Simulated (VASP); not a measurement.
# Cr (P6_3/mmc) in VASP: notebook

Cr is run at these levels: PBE; tasks: single point.

All numbers are computed with VASP 6.6.1; they aren't measurements. Logs are shortened: lines on timing, memory, paths and dates and some standing lists are left out, and cuts for length are marked.

## 1. The cell of the first run

The structure is hexagonal, space group P6_3/mmc (No. 194). Conventional cell: a = 2.714 Å, b = 2.714 Å, c = 4.410 Å, α = 90.00°, β = 90.00°, γ = 120.00°. Cr (site symmetry -6m2) has 12 Cr at 2.71 Å within 3.6 Å.

## 2. Single point, PBE, collinear spin, ferromagnetic start

INCAR reads:

```
ALGO = Normal
EDIFF = 1E-6
ENCUT = 520
GGA = PE
ISIF = 2
ISMEAR = -1
ISPIN = 2
LASPH = True
LCHARG = False
LMAXMIX = 4
LORBIT = 11
LREAL = False
LWAVE = False
MAGMOM = 1.5 1.5
NBANDS = 23
NELM = 150
NUPDOWN = 3.0
PREC = Accurate
SIGMA = 0.05
```

KPOINTS reads:

```
k-points
0
Gamma
  9 9 5
```

POSCAR reads:

```
Cr
1.0
    2.7140000000      0.0000000000      0.0000000000
   -1.3570000000      2.3503929459      0.0000000000
    0.0000000000      0.0000000000      4.4100000000
Cr
2
Direct
    0.6666666667      0.3333333333      0.7500000000
    0.3333333333      0.6666666667      0.2500000000
```

Potentials or basis: VASP PAW PBE potentials, release 64 (Cr_pv).

On the command line:

```console
$ cat potpaw_PBE.64/Cr_pv/POTCAR > POTCAR
$ mpirun -np 1 vasp_std > vasp.out
```

OUTCAR:

```text
EDIFF = 1E-6
   ENCUT = 520
   GGA = PE
   ISIF = 2
   ISMEAR = -1
   ISPIN = 2
   LASPH = True
   LORBIT = 11
   LREAL = False
   NELM = 150
   NUPDOWN = 3.0
   PREC = Accurate

 ion  position               nearest neighbor table
   1  0.667  0.333  0.750-   2 2.71   2 2.71   2 2.71   2 2.71   2 2.71   2 2.71
   2  0.333  0.667  0.250-   1 2.71   1 2.71   1 2.71   1 2.71   1 2.71   1 2.71

  LATTYP: Found a hexagonal cell.
 ALAT       =     2.7140000000
 C/A-ratio  =     1.6249078850

  Lattice vectors:

 A1 = (   2.7140000000,   0.0000000000,   0.0000000000)
 A2 = (  -1.3570000000,   2.3503929459,   0.0000000000)
 A3 = (   0.0000000000,   0.0000000000,   4.4100000000)

Analysis of symmetry for initial positions (statically):
=====================================================================
 Subroutine PRICEL returns:
 Original cell was already a primitive cell.

 Routine SETGRP: Setting up the symmetry group for a
 hexagonal supercell.

 Subroutine GETGRP returns: Found 24 space group operations
 (whereof 12 operations were pure point group operations)
 out of a pool of 24 trial point group operations.

The static configuration has the point symmetry D_3d.
 The point group associated with its full space group is D_6h.

Analysis of symmetry for dynamics (positions and initial velocities):
=====================================================================
 Subroutine PRICEL returns:
 Original cell was already a primitive cell.

 Routine SETGRP: Setting up the symmetry group for a
 hexagonal supercell.

 Subroutine GETGRP returns: Found 24 space group operations
 (whereof 12 operations were pure point group operations)
 out of a pool of 24 trial point group operations.

The dynamic configuration has the point symmetry D_3d.
 The point group associated with its full space group is D_6h.

Analysis of structural, dynamic, and magnetic symmetry:
=====================================================================
 Subroutine PRICEL returns:
 Original cell was already a primitive cell.

 Routine SETGRP: Setting up the symmetry group for a
 hexagonal supercell.

 Subroutine GETGRP returns: Found 24 space group operations
 (whereof 12 operations were pure point group operations)
 out of a pool of 24 trial point group operations.

The overall configuration has the point symmetry D_3d.
 The point group associated with its full space group is D_6h.

 Subroutine INISYM returns: Found 24 space group operations
 (whereof 12 operations are pure point group operations),
 and found     1 'primitive' translations

----------------------------------------------------------------------------------------

                                     Primitive cell

  volume of cell :      28.1312

  direct lattice vectors                    reciprocal lattice vectors
     2.714000000  0.000000000  0.000000000     0.368459838  0.212730387  0.000000000
    -1.357000000  2.350392946  0.000000000     0.000000000  0.425460773  0.000000000
     0.000000000  0.000000000  4.410000000     0.000000000  0.000000000  0.226757370

  length of vectors
     2.714000000  2.714000000  4.410000000     0.425460773  0.425460773  0.226757370

  position of ions in fractional coordinates (direct lattice)
     0.666666667  0.333333333  0.750000000
     0.333333333  0.666666667  0.250000000

  ion indices of the primitive-cell ions
   primitive index   ion index
                 1           1
                 2           2

----------------------------------------------------------------------------------------

 KPOINTS: k-points

Automatic generation of k-mesh.
 Grid dimensions read from file:
 generate k-points for:    9    9    5

 Generating k-lattice:

  Cartesian coordinates                     Fractional coordinates (reciprocal lattice)
     0.040939982  0.023636710  0.000000000     0.111111111  0.000000000  0.000000000
     0.000000000  0.047273419  0.000000000     0.000000000  0.111111111  0.000000000
     0.000000000  0.000000000  0.045351474     0.000000000  0.000000000  0.200000000

  Length of vectors
     0.047273419  0.047273419  0.045351474

  Shift w.r.t. Gamma in fractional coordinates (k-lattice)
     0.000000000  0.000000000  0.000000000

 Subroutine IBZKPT returns following result:
 ===========================================

 Found     36 irreducible k-points:

 Following reciprocal coordinates:
            Coordinates               Weight
  0.000000  0.000000  0.000000      1.000000
  0.111111 -0.000000  0.000000      6.000000
  0.222222 -0.000000  0.000000      6.000000
  0.333333 -0.000000  0.000000      6.000000
  0.444444 -0.000000  0.000000      6.000000
  0.111111  0.111111  0.000000      6.000000
[... 16 lines left out ...]
  0.333333  0.222222  0.200000     24.000000
  0.333333  0.333333  0.200000      4.000000
 [... further k-points ...]
   k-points           NKPTS =     36   k-points in BZ     NKDIM =     36   number of bands    NBANDS=     23
   number of dos      NEDOS =    301   number of ions     NIONS =      2
   total plane-waves  NPLWV =  14400
   dimension x,y,z NGX =    20 NGY =   20 NGZ =   36
   dimension x,y,z NGXF=    40 NGYF=   40 NGZF=   72
   ions per type =               2
   NGX,Y,Z   is equivalent  to a cutoff of  12.25, 12.25, 13.57 a.u.
   NGXF,Y,Z  is equivalent  to a cutoff of  24.50, 24.50, 27.14 a.u.
 SYSTEM =  unknown system
   PREC   = accura    normal or accurate (medium, high low for compatibility)
   ISTART =      0    job   : 0-new  1-cont  2-samecut
   ICHARG =      2    charge: 1-file 2-atom 10-const
   ISPIN  =      2    spin polarized calculation?
   LNONCOLLINEAR =      F non collinear calculations
   LSORBIT =      F    spin-orbit coupling
   LASPH  =      T    aspherical Exc in radial PAW
   ENCUT  =  520.0 eV  38.22 Ry    6.18 a.u.   5.05  5.05  8.20*2*pi/ulx,y,z
   NELM   =    150;   NELMIN=  2; NELMDL= -5     # of ELM steps
   EDIFF  = 0.1E-05   stopping-criterion for ELM
   LREAL  =      F    real-space projection
   EDIFFG = 0.1E-04   stopping-criterion for IOM
   NSW    =      0    number of steps for IOM
   IBRION =     -1    ionic relax: 0-MD 1-quasi-New 2-CG
   NFREE  =      0    steps in history (QN), initial steepest desc. (CG)
   ISIF   =      2    stress and relaxation
   ISYM   =      2    0-nonsym 1-usesym 2-fastsym
   POTIM  = 0.5000    time-step for ionic-motion
   TEBEG  =    0.0;   TEEND  =   0.0 temperature during run
   PSTRESS=    0.0 pullay stress
   NELECT =      24.0000    total number of electrons
   NUPDOWN=       3.0000    fix difference up-down
   EMIN   =  10.00;   EMAX   =-10.00  energy-range for DOS
   EFERMI =   0.00;   METHOD = LEGACY
   ISMEAR =    -1;   SIGMA  =   0.05  broadening in eV -4-tet -1-fermi 0-gaus
   EFERMI_NEDOS =   21; number of points for ismear=-14 and -15
   IALGO  =     38    algorithm
   IMIX   =      4    mixing-type and parameters
     AMIX     =   0.40;   BMIX     =  1.00
     AMIX_MAG =   1.60;   BMIX_MAG =  1.00
  volume/ion in A,a.u.               =      14.07        94.92
  Fermi-wavevector in a.u.,A,eV,Ry     =   1.552681  2.934142 32.801180  2.410819
  Thomas-Fermi vector in A             =   2.657021
   LORBIT       =     11    0 simple, 1 ext, 2 COOP (PROOUT), +10 PAW based schemes
   GGA     = PE    functional components
   LHFCALC =     F    Hartree Fock is set to
   AEXX    =    0.0000 exact exchange contribution
   IVDW    =     0    specifies the selected vdW correction
   LEPSILON=     F    determine dielectric tensor
   LRPA    =     F    only Hartree local field effects (RPA)
 spin polarized calculation
  energy-cutoff  :      520.00
  volume of cell :       28.13
 maximum number of plane-waves:       770
   NGX = 11   NGY = 11   NGZ = 17

 number of electron      24.0000005 magnetization       3.0000000

 Free energy of the ion-electron system (eV)
  ---------------------------------------------------
  ext. energy  EPLUGINS =         0.00000000
  ---------------------------------------------------
  free energy    TOTEN  =       -17.67276306 eV

  energy without entropy =      -17.63776510  energy(sigma->0) =      -17.65526408

 E-fermi :   8.3508     XC(G=0): -12.5275

 val. band max:        8.4930978599   @ k =   0.1111   0.1111   0.0000
 cond. band min:       8.3730036350   @ k =   0.2222   0.1111   0.2000
 fundamental gap:     -0.1200942249
 Fermi energy:         8.4937911190

 spin component 1

 k-point     1 :       0.0000    0.0000    0.0000
  band No.  band energies     occupation
      1     -35.3811      1.00000
      2     -34.9778      1.00000
      3     -34.9778      1.00000
      4     -34.9117      1.00000
      5     -34.9117      1.00000
      6     -34.8990      1.00000
[... 15 lines left out ...]
     22      26.1281      0.00000
     23      28.7133      0.00000
[... 575 lines left out ...]
      1     -35.2512      1.00000
      2     -35.2367      1.00000
      3     -35.2367      1.00000
      4     -35.1339      1.00000
      5     -35.0409      1.00000
      6     -35.0409      1.00000
[... 15 lines left out ...]
     22      18.3612      0.00000
     23      19.1143      0.00000

 [... further k-points ...]

 spin component 2

 k-point     1 :       0.0000    0.0000    0.0000
  band No.  band energies     occupation
      1     -34.0132      1.00000
      2     -33.5723      1.00000
      3     -33.5723      1.00000
      4     -33.5129      1.00000
      5     -33.5046      1.00000
      6     -33.5046      1.00000
[... 15 lines left out ...]
     22      26.3519      0.00000
     23      29.0632      0.00000
[... 575 lines left out ...]
      1     -33.8559      1.00000
      2     -33.8478      1.00000
      3     -33.8478      1.00000
      4     -33.7340      1.00000
      5     -33.6546      1.00000
      6     -33.6546      1.00000
[... 15 lines left out ...]
     22      19.1963      0.00000
     23      19.9682      0.00000

 [... further k-points ...]
[... 5 lines left out ...]
  --------------------------------------------------------------------------------------
  -------------------------------------------------------------------------------------
  Total       -3.4789060     -3.4789060     -3.8123956      0.0000000      0.0000000      0.0000000
  in kB     -198.1364486   -198.1364486   -217.1298982      0.0000000      0.0000000      0.0000000
  external PRESSURE =    -204.4675985 kB  Pullay stress =       0.0000000 kB

 VOLUME and BASIS-vectors are now :
 -----------------------------------------------------------------------------
  energy-cutoff  :      520.00
  volume of cell :       28.13
      direct lattice vectors                 reciprocal lattice vectors
     2.714000000  0.000000000  0.000000000     0.368459838  0.212730387  0.000000000
    -1.357000000  2.350392946  0.000000000     0.000000000  0.425460773  0.000000000
     0.000000000  0.000000000  4.410000000     0.000000000  0.000000000  0.226757370

 POSITION                                       TOTAL-FORCE (eV/Angst)
 -----------------------------------------------------------------------------------
      1.35700      0.78346      3.30750        -0.000000      0.000000      0.000000
     -0.00000      1.56693      1.10250         0.000000     -0.000000      0.000000
 -----------------------------------------------------------------------------------
    total drift:                               -0.000000      0.000000     -0.000000

  FREE ENERGIE OF THE ION-ELECTRON SYSTEM (eV)
  ---------------------------------------------------
  free  energy   TOTEN  =       -17.6727630620 eV

  energy  without entropy=      -17.6377651013  energy(sigma->0) =      -17.65526408

 total charge

# of ion       s       p       d       tot
------------------------------------------
    1        0.382   6.282   4.054  10.719
    2        0.382   6.282   4.054  10.719
--------------------------------------------------
tot          0.764  12.564   8.108  21.437

 magnetization (x)

# of ion       s       p       d       tot
------------------------------------------
    1        0.003   0.038   1.352   1.393
    2        0.003   0.038   1.352   1.393
--------------------------------------------------
tot          0.007   0.075   2.705   2.787
```

Wall time 20 s (1 thread of Intel Xeon Platinum 8559C (Emerald Rapids), shared host); peak memory 0.16 GiB.

What came out:

```
Free energy                                           : -17.6728 eV
Pressure                                              : -20.4 GPa
Net moment                                            : 3.00 μB per cell
Site moments                                          : Cr +1.39 μB
Valence electrons inside the program's atomic spheres : Cr 10.72
```

Caveat: the total moment is fixed, so each spin has its own Fermi level.

## 3. Single point, PBE, collinear spin, ferromagnetic start

INCAR reads:

```
PREC = Accurate
ENCUT = 520
EDIFF = 1E-6
ISMEAR = -1
SIGMA = 0.05
LREAL = F
LASPH = T
NELM = 150
ALGO = Normal
ISIF = 2
LWAVE = F
LCHARG = F
ISPIN = 2
MAGMOM = 2.25 2.25
LORBIT = 11
NUPDOWN = 4.5
LMAXMIX = 4
GGA = PE
NBANDS = 23
```

KPOINTS reads:

```
regular mesh
0
Gamma
  9 9 5
```

POSCAR is that of step 2.

Potentials or basis: VASP PAW PBE potentials, release 64 (Cr_pv).

On the command line:

```console
$ cat potpaw_PBE.64/Cr_pv/POTCAR > POTCAR
$ mpirun -np 1 vasp_std > vasp.out
```

Run time: 24 s. Hardware: 1 thread of Intel Xeon Platinum 8559C (Emerald Rapids), shared host; peak memory 0.16 GiB.

The run converged. Its results:

| Item | Value |
| --- | --- |
| Free energy | -17.3798 eV |
| Pressure | -9.3 GPa |
| Net moment | 4.50 μB per cell |
| Site moments | Cr +2.09 μB |
| Valence electrons inside the program's atomic spheres | Cr 10.73 |

Stress tensor (GPa, compression positive):
```
 -7.09   0.00   0.00
  0.00  -7.09   0.00
  0.00   0.00 -13.80
```

Caveat: the total moment is fixed, so each spin has its own Fermi level.
